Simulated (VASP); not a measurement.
# Ir (Im-3m) in VASP: relaxation of cell and atoms with LDA

Aim: the relaxation of cell and atoms of Ir with LDA.

Program: VASP 6.6.1. These are calculated values, not measurements. Logs are shortened: lines on timing, memory, paths and dates and some standing lists are left out, and cuts for length are marked.

## 1. The cell of the first run

The structure is cubic, space group Im-3m (No. 229). Conventional cell: a = 3.060 Å, b = 3.060 Å, c = 3.060 Å, α = 90.00°, β = 90.00°, γ = 90.00°. Ir (site symmetry m-3m) has 14 Ir at 2.65 to 3.06 Å within 3.5 Å.

This isn't the form of Ir at room conditions, which is fcc.

## 2. Relaxation of cell and atoms, LDA

INCAR

```
SYSTEM = Ir
PREC     = Accurate       ! precision mode
ENCUT    = 500            ! plane-wave cutoff, eV
EDIFF    = 1E-7           ! SCF threshold, eV
ISMEAR   = -1             ! smearing method
SIGMA    = 0.05           ! smearing width, eV
LREAL    = .FALSE.        ! projectors in reciprocal space
LASPH    = .TRUE.         ! aspherical terms in the spheres
NELM     = 120            ! most SCF steps
ALGO     = Normal         ! electronic algorithm
ISIF     = 3              ! what is computed and relaxed
LWAVE    = .FALSE.        ! write WAVECAR
LCHARG   = .FALSE.        ! write CHGCAR
IBRION   = 2              ! ionic algorithm
NSW      = 60             ! ionic steps
EDIFFG   = -0.01          ! ionic threshold
GGA_COMPAT= .FALSE.      
NELMIN   = 4
```

KPOINTS

```
regular mesh
0
G
  10 10 10
  0 0 0
```

POSCAR

```
Ir
1.0
    1.5298084422      1.5298084422      1.5298084422
   -1.5298084422      1.5298084422      1.5298084422
   -1.5298084422     -1.5298084422      1.5298084422
Ir
1
Direct
    0.0000000000      0.0000000000      0.0000000000
```

Potentials or basis: VASP PAW LDA potentials, release 64 (Ir).

The run is started by

```sh
$ cat potpaw_LDA.64/Ir/POTCAR > POTCAR
$ mpirun -np 1 vasp_std > vasp.out
```

OUTCAR:

```text
SYSTEM = Ir
   PREC = Accurate
   ENCUT = 500
   EDIFF = 1E-7
   ISMEAR = -1
   LREAL = .FALSE.
   LASPH = .TRUE.
   NELM = 120
   ISIF = 3
   IBRION = 2
   NSW = 60
   EDIFFG = -0.01
   NELMIN = 4

 ion  position               nearest neighbor table
   1  0.000  0.000  0.000-

  LATTYP: Found a body centered cubic cell.
 ALAT       =     3.0596168844

  Lattice vectors:

 A1 = (   1.5298084422,  -1.5298084422,  -1.5298084422)
 A2 = (   1.5298084422,   1.5298084422,   1.5298084422)
 A3 = (  -1.5298084422,  -1.5298084422,   1.5298084422)

Analysis of symmetry for initial positions (statically):
=====================================================================
 Subroutine PRICEL returns:
 Original cell was already a primitive cell.

 Routine SETGRP: Setting up the symmetry group for a
 body centered cubic supercell.

 Subroutine GETGRP returns: Found 48 space group operations
 (whereof 48 operations were pure point group operations)
 out of a pool of 48 trial point group operations.

The static configuration has the point symmetry O_h .

Analysis of symmetry for dynamics (positions and initial velocities):
=====================================================================
 Subroutine PRICEL returns:
 Original cell was already a primitive cell.

 Routine SETGRP: Setting up the symmetry group for a
 body centered cubic supercell.

 Subroutine GETGRP returns: Found 48 space group operations
 (whereof 48 operations were pure point group operations)
 out of a pool of 48 trial point group operations.

The dynamic configuration has the point symmetry O_h .

 Subroutine INISYM returns: Found 48 space group operations
 (whereof 48 operations are pure point group operations),
 and found     1 'primitive' translations

----------------------------------------------------------------------------------------

                                     Primitive cell

  volume of cell :      14.3209

  direct lattice vectors                    reciprocal lattice vectors
     1.529808442  1.529808442  1.529808442     0.326838306  0.000000000  0.326838306
    -1.529808442  1.529808442  1.529808442    -0.326838306  0.326838306  0.000000000
    -1.529808442 -1.529808442  1.529808442     0.000000000 -0.326838306  0.326838306

  length of vectors
     2.649705948  2.649705948  2.649705948     0.462219165  0.462219165  0.462219165

  position of ions in fractional coordinates (direct lattice)
     0.000000000  0.000000000  0.000000000

  ion indices of the primitive-cell ions
   primitive index   ion index
                 1           1

----------------------------------------------------------------------------------------

 KPOINTS: regular mesh

Automatic generation of k-mesh.
 Grid dimensions read from file:
 generate k-points for:   10   10   10

 Generating k-lattice:

  Cartesian coordinates                     Fractional coordinates (reciprocal lattice)
     0.032683831  0.000000000  0.032683831     0.100000000  0.000000000  0.000000000
    -0.032683831  0.032683831  0.000000000     0.000000000  0.100000000  0.000000000
     0.000000000 -0.032683831  0.032683831     0.000000000  0.000000000  0.100000000

  Length of vectors
     0.046221917  0.046221917  0.046221917

  Shift w.r.t. Gamma in fractional coordinates (k-lattice)
     0.000000000  0.000000000  0.000000000

 Subroutine IBZKPT returns following result:
 ===========================================

 Found     47 irreducible k-points:

 Following reciprocal coordinates:
            Coordinates               Weight
  0.000000  0.000000  0.000000      1.000000
  0.100000  0.000000  0.000000     12.000000
  0.200000  0.000000  0.000000     12.000000
  0.300000  0.000000  0.000000     12.000000
  0.400000  0.000000  0.000000     12.000000
  0.500000  0.000000  0.000000      6.000000
[... 16 lines left out ...]
  0.100000  0.300000  0.100000      8.000000
  0.500000  0.300000  0.100000     24.000000
 [... further k-points ...]
   k-points           NKPTS =     47   k-points in BZ     NKDIM =     47   number of bands    NBANDS=      8
   number of dos      NEDOS =    301   number of ions     NIONS =      1
   total plane-waves  NPLWV =   8000
   dimension x,y,z NGX =    20 NGY =   20 NGZ =   20
   dimension x,y,z NGXF=    40 NGYF=   40 NGZF=   40
   ions per type =               1
   NGX,Y,Z   is equivalent  to a cutoff of  12.55, 12.55, 12.55 a.u.
   NGXF,Y,Z  is equivalent  to a cutoff of  25.10, 25.10, 25.10 a.u.
 SYSTEM =  Ir
   PREC   = accura    normal or accurate (medium, high low for compatibility)
   ISTART =      0    job   : 0-new  1-cont  2-samecut
   ICHARG =      2    charge: 1-file 2-atom 10-const
   ISPIN  =      1    spin polarized calculation?
   LNONCOLLINEAR =      F non collinear calculations
   LSORBIT =      F    spin-orbit coupling
   LASPH  =      T    aspherical Exc in radial PAW
   ENCUT  =  500.0 eV  36.75 Ry    6.06 a.u.   4.83  4.83  4.83*2*pi/ulx,y,z
   NELM   =    120;   NELMIN=  4; NELMDL= -5     # of ELM steps
   EDIFF  = 0.1E-06   stopping-criterion for ELM
   LREAL  =      F    real-space projection
   EDIFFG = -.1E-01   stopping-criterion for IOM
   NSW    =     60    number of steps for IOM
   IBRION =      2    ionic relax: 0-MD 1-quasi-New 2-CG
   NFREE  =      1    steps in history (QN), initial steepest desc. (CG)
   ISIF   =      3    stress and relaxation
   ISYM   =      2    0-nonsym 1-usesym 2-fastsym
   POTIM  = 0.5000    time-step for ionic-motion
   TEBEG  =    0.0;   TEEND  =   0.0 temperature during run
   PSTRESS=    0.0 pullay stress
   NELECT =       9.0000    total number of electrons
   NUPDOWN=      -1.0000    fix difference up-down
   EMIN   =  10.00;   EMAX   =-10.00  energy-range for DOS
   EFERMI =   0.00;   METHOD = LEGACY
   ISMEAR =    -1;   SIGMA  =   0.05  broadening in eV -4-tet -1-fermi 0-gaus
   EFERMI_NEDOS =   21; number of points for ismear=-14 and -15
   IALGO  =     38    algorithm
   IMIX   =      4    mixing-type and parameters
     AMIX     =   0.40;   BMIX     =  1.00
     AMIX_MAG =   1.60;   BMIX_MAG =  1.00
  volume/ion in A,a.u.               =      14.32        96.64
  Fermi-wavevector in a.u.,A,eV,Ry     =   1.402271  2.649908 26.754006  1.966364
  Thomas-Fermi vector in A             =   2.525049
   LORBIT       =      0    0 simple, 1 ext, 2 COOP (PROOUT), +10 PAW based schemes
   GGA     = CA    functional components
   LHFCALC =     F    Hartree Fock is set to
   AEXX    =    0.0000 exact exchange contribution
   IVDW    =     0    specifies the selected vdW correction
   LEPSILON=     F    determine dielectric tensor
   LRPA    =     F    only Hartree local field effects (RPA)
 conjugate gradient relaxation of ions
 non-spin polarized calculation
  energy-cutoff  :      500.00
  volume of cell :       14.32
 maximum number of plane-waves:       374
   NGX =  9   NGY =  9   NGZ =  9

--------------------------------------- Ionic step        1  -------------------------------------------

 number of electron       8.9999999 magnetization

 Free energy of the ion-electron system (eV)
  ---------------------------------------------------
  ext. energy  EPLUGINS =         0.00000000
  ---------------------------------------------------
  free energy    TOTEN  =        -9.66136652 eV

  energy without entropy =       -9.63771432  energy(sigma->0) =       -9.64954042

------------------------ aborting loop because EDIFF is reached ----------------------------------------

  FORCE on cell =-STRESS in cart. coord.  units (eV):
  Direction    XX          YY          ZZ          XY          YZ          ZX
  --------------------------------------------------------------------------------------
  -------------------------------------------------------------------------------------
  Total        0.2026748      0.2026748      0.2026748      0.0000000      0.0000000      0.0000000
  in kB       22.6745741     22.6745741     22.6745741      0.0000000      0.0000000      0.0000000
  external PRESSURE =      22.6745741 kB  Pullay stress =       0.0000000 kB
[... 55 lines left out ...]
  energy  without entropy=       -9.6291246528  energy(sigma->0) =       -9.64139105

--------------------------------------- Ionic step        3  -------------------------------------------

 number of electron       8.9999999 magnetization

 Free energy of the ion-electron system (eV)
  ---------------------------------------------------
  ext. energy  EPLUGINS =         0.00000000
  ---------------------------------------------------
  free energy    TOTEN  =        -9.66199367 eV

  energy without entropy =       -9.63814653  energy(sigma->0) =       -9.65007010

 E-fermi :   9.7590     XC(G=0): -14.0193

 val. band max:        9.7555659919   @ k =   0.1000  -0.4000   0.1000
 cond. band min:       9.7676979845   @ k =   0.2000   0.1000   0.1000
 fundamental gap:      0.0121319926
 Fermi energy:         9.7590185629

 k-point     1 :       0.0000    0.0000    0.0000
  band No.  band energies     occupation
      1      -0.9190      2.00000
      2       6.0833      2.00000
      3       6.0833      2.00000
      4       6.0833      2.00000
      5       9.2099      1.99997
      6       9.2099      1.99997
      7      26.6943      0.00000
      8      26.6943      0.00000
[... 243 lines left out ...]
 k-point    24 :       0.5000    0.3000    0.1000
  band No.  band energies     occupation
      1       3.8678      2.00000
      2       4.6443      2.00000
      3       5.8292      2.00000
      4       8.5648      2.00000
      5      10.0073      0.01385
      6      14.1948      0.00000
      7      19.2849      0.00000
      8      22.4868      0.00000

 [... further k-points ...]

------------------------ aborting loop because EDIFF is reached ----------------------------------------

  FORCE on cell =-STRESS in cart. coord.  units (eV):
  Direction    XX          YY          ZZ          XY          YZ          ZX
  --------------------------------------------------------------------------------------
  -------------------------------------------------------------------------------------
  Total       -0.0018405     -0.0018405     -0.0018405      0.0000000      0.0000000     -0.0000000
  in kB       -0.2046188     -0.2046188     -0.2046188      0.0000000      0.0000000     -0.0000000
  external PRESSURE =      -0.2046188 kB  Pullay stress =       0.0000000 kB
[... 16 lines left out ...]
  FREE ENERGIE OF THE ION-ELECTRON SYSTEM (eV)
  ---------------------------------------------------
  free  energy   TOTEN  =        -9.6619936746 eV

  energy  without entropy=       -9.6381465316  energy(sigma->0) =       -9.65007010

 reached required accuracy - stopping structural energy minimisation
```

It took 16 s on 1 thread of Intel Xeon Platinum 8175M at 2.50GHz (Skylake/Cascade Lake), shared host; peak memory 0.13 GiB.

What came out:

* Free energy: -9.6620 eV
* Relaxed volume: 14.41 Å³/atom
* Relaxed cell: a = 2.655 Å, b = 2.655 Å, c = 2.655 Å, α = 70.53°, β = 109.47°, γ = 70.53°
* Space group after relaxing (to 0.1 Å): Im-3m (No. 229)
* Energy gained by relaxing: 0.6 meV/atom
* Ionic steps: 3
* Pressure after relaxing: 0.0 GPa
* Band gap on the k mesh: zero (an odd number of electrons rules out a gap without spin polarisation)

Step by step:
```csv
step,energy change (eV),largest force (eV/Å),pressure (GPa),volume (Å³)
1,0.0000,0.0000,2.27,14.32
2,0.0077,0.0000,-7.78,14.75
3,-0.0006,0.0000,-0.02,14.41
```

Final structure:
```
Ir
1.0
     1.53301    1.53301    1.53301
    -1.53301    1.53301    1.53301
    -1.53301   -1.53301    1.53301
Ir
1
Direct
  0.00000 0.00000 0.00000
```

Levels at points of the mesh, in eV from the Fermi level:
```csv
k point,band 2,band 3,band 4,band 5,band 6,band 7,band 8
"(0.00, 0.00, 0.00)",-3.68,-3.68,-3.68,-0.55,-0.55,16.94,16.94
"(0.50, 0.00, 0.00)",-5.53,-0.73,-0.06,-0.04,2.28,8.08,13.07
"(0.50, 0.50, 0.50)",-7.13,1.55,1.55,1.55,7.96,7.96,7.96
```

Caveat: spin-orbit coupling is left out, which moves the levels of the heavy elements.
